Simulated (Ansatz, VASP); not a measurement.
## Two plane-wave programs on TePb

```xyz
2
Lattice="0.0000 3.4551 3.4551 3.4551 0.0000 3.4551 3.4551 3.4551 0.0000" Properties=species:S:1:pos:R:3 pbc="T T T"
Te    3.4551    3.4551    3.4551
Pb    0.0000    0.0000    0.0000
```

Change from the starting cell: hydrostatic strain +5.7%.

Alike in both runs: task single point; functional r2SCAN; k mesh 8 × 8 × 8; no spin polarisation.

|  | VASP | Ansatz |
| --- | --- | --- |
| version | VASP 6.6.1 | Ansatz 0.2.0 |
| potentials or method | VASP PAW PBE potentials, release 64 (Te, Pb_d) | plane waves, PAW |
| plane-wave cutoff (eV) | 520 | 500 |
| occupations | gaussian, width 0.01 eV | fixed |
| valence electrons in the cell | 20 | 30 |

```tsv
	VASP	Ansatz	Ansatz less VASP
gap on the k mesh at the Fermi level (eV)	1.33	1.32	-0.002
pressure (GPa)	-4.9	-4.9	+0.02
```

VASP's potentials were made for PBE, not for r2SCAN. VASP's potentials hold 20 valence electrons a cell and Ansatz's 30, so a difference there can come from the potentials and not from the codes.

Neither program's run includes spin-orbit coupling.
